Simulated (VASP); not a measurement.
# MgZn3Te4 (P-4m2) in VASP: relaxation of cell and atoms with PBE

Aim: the relaxation of cell and atoms of MgZn3Te4 with PBE.

Program: VASP 6.6.1. These are calculated values, not measurements. Logs are shortened: lines on timing, memory, paths and dates and some standing lists are left out, and cuts for length are marked.

## 1. The cell of the first run

Symmetry: P-4m2, No. 115, tetragonal system. Conventional cell: a = 4.423 Å, b = 4.423 Å, c = 12.564 Å, α = 90.00°, β = 90.00°, γ = 90.00°. Mg (site symmetry -4m2) has 4 Te at 2.80 Å within 3.7 Å. Zn (site symmetry 2mm) has 4 Te at 2.69 Å within 3.5 Å. Zn (site symmetry -4m2) has 4 Te at 2.68 Å within 3.5 Å. Within 3.5 Å of Te (site symmetry 2mm) lie 4 Zn at 2.68 to 2.69 Å. Within 3.5 Å of Te (site symmetry 2mm) lie 2 Zn at 2.69 Å and 2 Mg at 2.80 Å.

## 2. Relaxation of cell and atoms, PBE

File INCAR:

```
SYSTEM = MgZn3Te4
PREC = Accurate
ENCUT = 600
EDIFF = 1E-6
ISMEAR = 0
SIGMA = 0.02
LREAL = .False.
LASPH = .True.
NELM = 80
ALGO = Normal
ISIF = 3
LWAVE = .False.
LCHARG = .False.
GGA = PE
IBRION = 2
NSW = 100
EDIFFG = -0.01
```

File KPOINTS:

```
Automatic mesh
0
Gamma
  6 6 4
  0 0 0
```

File POSCAR:

```
MgZn3Te4
1.0
    4.4234758000      0.0000000000      0.0000000000
    0.0000000000      4.4234758000      0.0000000000
    0.0000000000      0.0000000000     12.5638084000
Mg Zn Te
1 3 4
Direct
    0.5000000000      0.5000000000      0.0000000000
    0.0000000000      0.0000000000      0.7424230000
    0.5000000000      0.5000000000      0.5000000000
    0.0000000000      0.0000000000      0.2575770000
    0.5000000000      0.0000000000      0.3788800000
    0.0000000000      0.5000000000      0.1361600000
    0.5000000000      0.0000000000      0.8638400000
    0.0000000000      0.5000000000      0.6211200000
```

Potentials or basis: VASP PAW PBE potentials, release 64 (Mg, Zn, Te).

On the command line:

```bash
cat potpaw_PBE.64/Mg/POTCAR potpaw_PBE.64/Zn/POTCAR potpaw_PBE.64/Te/POTCAR > POTCAR
mpirun -np 1 vasp_std > vasp.out
```

OUTCAR:

```text
SYSTEM = MgZn3Te4
   PREC = Accurate
   ENCUT = 600
   EDIFF = 1E-6
   ISMEAR = 0
   LREAL = .False.
   LASPH = .True.
   NELM = 80
   ISIF = 3
   GGA = PE
   IBRION = 2
   NSW = 100
   EDIFFG = -0.01

 ion  position               nearest neighbor table
   1  0.500  0.500  0.000-   6 2.80   7 2.80   7 2.80   6 2.80
   2  0.000  0.000  0.742-   8 2.69   8 2.69   7 2.69   7 2.69
   3  0.500  0.500  0.500-   5 2.68   8 2.68   5 2.68   8 2.68
   4  0.000  0.000  0.258-   5 2.69   5 2.69   6 2.69   6 2.69
   5  0.500  0.000  0.379-   3 2.68   3 2.68   4 2.69   4 2.69
   6  0.000  0.500  0.136-   4 2.69   4 2.69   1 2.80   1 2.80
   7  0.500  0.000  0.864-   2 2.69   2 2.69   1 2.80   1 2.80
   8  0.000  0.500  0.621-   3 2.68   3 2.68   2 2.69   2 2.69

  LATTYP: Found a simple tetragonal cell.
 ALAT       =     4.4234758000
 C/A-ratio  =     2.8402570666

  Lattice vectors:

 A1 = (   4.4234758000,   0.0000000000,   0.0000000000)
 A2 = (   0.0000000000,   4.4234758000,   0.0000000000)
 A3 = (   0.0000000000,   0.0000000000,  12.5638084000)

Analysis of symmetry for initial positions (statically):
=====================================================================
 Subroutine PRICEL returns:
 Original cell was already a primitive cell.

 Routine SETGRP: Setting up the symmetry group for a
 simple tetragonal supercell.

 Subroutine GETGRP returns: Found  8 space group operations
 (whereof  8 operations were pure point group operations)
 out of a pool of 16 trial point group operations.

The static configuration has the point symmetry D_2d.

Analysis of symmetry for dynamics (positions and initial velocities):
=====================================================================
 Subroutine PRICEL returns:
 Original cell was already a primitive cell.

 Routine SETGRP: Setting up the symmetry group for a
 simple tetragonal supercell.

 Subroutine GETGRP returns: Found  8 space group operations
 (whereof  8 operations were pure point group operations)
 out of a pool of 16 trial point group operations.

The dynamic configuration has the point symmetry D_2d.

 Subroutine INISYM returns: Found  8 space group operations
 (whereof  8 operations are pure point group operations),
 and found     1 'primitive' translations

----------------------------------------------------------------------------------------

                                     Primitive cell

  volume of cell :     245.8378

  direct lattice vectors                    reciprocal lattice vectors
     4.423475800  0.000000000  0.000000000     0.226066570  0.000000000  0.000000000
     0.000000000  4.423475800  0.000000000     0.000000000  0.226066570  0.000000000
     0.000000000  0.000000000 12.563808400     0.000000000  0.000000000  0.079593700

  length of vectors
     4.423475800  4.423475800 12.563808400     0.226066570  0.226066570  0.079593700

  position of ions in fractional coordinates (direct lattice)
     0.500000000  0.500000000  0.000000000
     0.000000000  0.000000000  0.742423000
     0.500000000  0.500000000  0.500000000
     0.000000000  0.000000000  0.257577000
     0.500000000  0.000000000  0.378880000
     0.000000000  0.500000000  0.136160000
     0.500000000  0.000000000  0.863840000
     0.000000000  0.500000000  0.621120000

  ion indices of the primitive-cell ions
   primitive index   ion index
                 1           1
                 2           2
                 3           3
                 4           4
                 5           5
                 6           6
[... 88 lines left out ...]
   EFERMI =   0.00;   METHOD = LEGACY
   ISMEAR =     0;   SIGMA  =   0.02  broadening in eV -4-tet -1-fermi 0-gaus
   EFERMI_NEDOS =   21; number of points for ismear=-14 and -15
   IALGO  =     38    algorithm
   IMIX   =      4    mixing-type and parameters
     AMIX     =   0.40;   BMIX     =  1.00
     AMIX_MAG =   1.60;   BMIX_MAG =  1.00
  volume/ion in A,a.u.               =      30.73       207.37
  Fermi-wavevector in a.u.,A,eV,Ry     =   1.034322  1.954586 14.555818  1.069822
  Thomas-Fermi vector in A             =   2.168612
   LORBIT       =      0    0 simple, 1 ext, 2 COOP (PROOUT), +10 PAW based schemes
   GGA     = PE    functional components
   LHFCALC =     F    Hartree Fock is set to
   AEXX    =    0.0000 exact exchange contribution
   IVDW    =     0    specifies the selected vdW correction
   LEPSILON=     F    determine dielectric tensor
   LRPA    =     F    only Hartree local field effects (RPA)
 conjugate gradient relaxation of ions
 non-spin polarized calculation
 Gauss-broadening in eV      SIGMA  =   0.02
  energy-cutoff  :      600.00
  volume of cell :      245.84
 maximum number of plane-waves:      8240
 NGX is ok and might be reduce to    36
   NGX = 17   NGY = 17   NGZ = 51

--------------------------------------- Ionic step        1  -------------------------------------------

 number of electron      61.9999996 magnetization

 Free energy of the ion-electron system (eV)
  ---------------------------------------------------
  ext. energy  EPLUGINS =         0.00000000
  ---------------------------------------------------
  free energy    TOTEN  =       -21.88707239 eV

  energy without entropy =      -21.88707239  energy(sigma->0) =      -21.88707239

------------------------ aborting loop because EDIFF is reached ----------------------------------------

  FORCE on cell =-STRESS in cart. coord.  units (eV):
  Direction    XX          YY          ZZ          XY          YZ          ZX
  --------------------------------------------------------------------------------------
  -------------------------------------------------------------------------------------
  Total       -0.0215305     -0.0215305      0.0457999      0.0000000     -0.0000000      0.0000000
  in kB       -0.1403188     -0.1403188      0.2984880      0.0000000     -0.0000000      0.0000000
  external PRESSURE =       0.0059501 kB  Pullay stress =       0.0000000 kB

 VOLUME and BASIS-vectors are now :
 -----------------------------------------------------------------------------
  energy-cutoff  :      600.00
  volume of cell :      245.84
      direct lattice vectors                 reciprocal lattice vectors
     4.423475800  0.000000000  0.000000000     0.226066570  0.000000000  0.000000000
     0.000000000  4.423475800  0.000000000     0.000000000  0.226066570  0.000000000
     0.000000000  0.000000000 12.563808400     0.000000000  0.000000000  0.079593700

 POSITION                                       TOTAL-FORCE (eV/Angst)
 -----------------------------------------------------------------------------------
      2.21174      2.21174      0.00000        -0.000000     -0.000000     -0.000000
      0.00000      0.00000      9.32766        -0.000000     -0.000000      0.002544
      2.21174      2.21174      6.28190         0.000000      0.000000     -0.000000
      0.00000      0.00000      3.23615        -0.000000     -0.000000     -0.002544
      2.21174      0.00000      4.76018         0.000000     -0.000000     -0.005604
      0.00000      2.21174      1.71069        -0.000000     -0.000000     -0.012455
      2.21174      0.00000     10.85312        -0.000000     -0.000000      0.012455
      0.00000      2.21174      7.80363        -0.000000     -0.000000      0.005604
 -----------------------------------------------------------------------------------
    total drift:                                0.000000     -0.000000     -0.000000

  FREE ENERGIE OF THE ION-ELECTRON SYSTEM (eV)
  ---------------------------------------------------
  free  energy   TOTEN  =       -21.8870723864 eV

  energy  without entropy=      -21.8870723864  energy(sigma->0) =      -21.88707239

--------------------------------------- Ionic step        2  -------------------------------------------

 number of electron      61.9999996 magnetization

 Free energy of the ion-electron system (eV)
  ---------------------------------------------------
  ext. energy  EPLUGINS =         0.00000000
  ---------------------------------------------------
  free energy    TOTEN  =       -21.88710431 eV

  energy without entropy =      -21.88710431  energy(sigma->0) =      -21.88710431

 E-fermi :   2.6760     XC(G=0):  -8.4989

 val. band max:        2.5468083952   @ k =   0.0000   0.0000   0.0000
 cond. band min:       3.8286561563   @ k =   0.0000   0.0000   0.0000
 fundamental gap:      1.2818477611
 Fermi energy:         2.6760346757

 k-point     1 :       0.0000    0.0000    0.0000
  band No.  band energies     occupation
      1      -8.6847      2.00000
      2      -8.2521      2.00000
      3      -8.0719      2.00000
      4      -7.6303      2.00000
      5      -4.0456      2.00000
      6      -4.0456      2.00000
[... 949 lines left out ...]
     36       7.3401      0.00000
     37       7.3431      0.00000

 [... further k-points ...]

------------------------ aborting loop because EDIFF is reached ----------------------------------------

  FORCE on cell =-STRESS in cart. coord.  units (eV):
  Direction    XX          YY          ZZ          XY          YZ          ZX
  --------------------------------------------------------------------------------------
  -------------------------------------------------------------------------------------
  Total       -0.0029859     -0.0029859      0.0463683      0.0000000     -0.0000000      0.0000000
  in kB       -0.0194593     -0.0194593      0.3021875      0.0000000     -0.0000000      0.0000000
  external PRESSURE =       0.0877563 kB  Pullay stress =       0.0000000 kB

 VOLUME and BASIS-vectors are now :
 -----------------------------------------------------------------------------
  energy-cutoff  :      600.00
  volume of cell :      245.84
      direct lattice vectors                 reciprocal lattice vectors
     4.422901474  0.000000000  0.000000000     0.226095925  0.000000000  0.000000000
     0.000000000  4.422901474  0.000000000     0.000000000  0.226095925  0.000000000
     0.000000000 -0.000000000 12.567278383     0.000000000 -0.000000000  0.079571723

 POSITION                                       TOTAL-FORCE (eV/Angst)
 -----------------------------------------------------------------------------------
      2.21145      2.21145     12.56728         0.000000     -0.000000      0.000000
      4.42290      4.42290      9.33036        -0.000000     -0.000000      0.004333
      2.21145      2.21145      6.28364         0.000000     -0.000000      0.000000
      4.42290      4.42290      3.23692         0.000000      0.000000     -0.004333
      2.21145      4.42290      4.76122         0.000000      0.000000     -0.004253
      4.42290      2.21145      1.71056         0.000000      0.000000     -0.008616
      2.21145      4.42290     10.85672         0.000000     -0.000000      0.008616
      4.42290      2.21145      7.80606         0.000000     -0.000000      0.004253
 -----------------------------------------------------------------------------------
    total drift:                                0.000000      0.000000      0.000000

  FREE ENERGIE OF THE ION-ELECTRON SYSTEM (eV)
  ---------------------------------------------------
  free  energy   TOTEN  =       -21.8871043101 eV

  energy  without entropy=      -21.8871043101  energy(sigma->0) =      -21.88710431

 reached required accuracy - stopping structural energy minimisation
```

Run time: 12 min. Hardware: 1 thread of Oxide Virtual Turin-like, shared host; peak memory 0.54 GiB.

Results:

* Free energy: -21.8871 eV
* Energy gained by relaxing: 0.0 meV/atom
* Ionic steps: 2
* Pressure after relaxing: 0.0 GPa
* Largest force after relaxing: 0.009 eV/Å
* Band gap on the k mesh: 1.28 eV

Forces in eV/Å, atoms in the order of the input:
```
Mg   0.000  0.000  0.000
Zn   0.000  0.000  0.004
Zn   0.000  0.000  0.000
Zn   0.000  0.000 -0.004
Te   0.000  0.000 -0.004
Te   0.000  0.000 -0.009
Te   0.000  0.000  0.009
Te   0.000  0.000  0.004
```

Final structure:
```
Mg Zn Te
1.0
     4.42290    0.00000    0.00000
     0.00000    4.42290    0.00000
     0.00000    0.00000   12.56728
Mg Zn Te
1 3 4
Direct
  0.50000 0.50000 0.00000
  0.00000 0.00000 0.74243
  0.50000 0.50000 0.50000
  0.00000 0.00000 0.25757
  0.50000 0.00000 0.37886
  0.00000 0.50000 0.13611
  0.50000 0.00000 0.86389
  0.00000 0.50000 0.62114
```

Levels at points of the mesh, in eV from the valence-band top:
```tsv
k point	band 29	band 30	band 31	band 32	band 33	band 34
(0.00, 0.00, 0.00)	-0.01	0.00	0.00	1.28	2.42	2.55
(0.50, 0.00, 0.00)	-0.75	-0.71	-0.65	1.78	2.22	3.13
(0.50, 0.50, 0.00)	-1.82	-1.82	-1.75	2.37	2.57	2.57
(0.00, 0.00, 0.50)	-0.50	-0.23	-0.23	2.30	2.34	2.38
(0.50, 0.00, 0.50)	-0.78	-0.77	-0.66	2.48	2.56	2.60
(0.50, 0.50, 0.50)	-2.06	-1.95	-1.95	3.10	3.16	3.16
```

Caveat: spin-orbit coupling is left out, which moves the levels of the heavy elements.
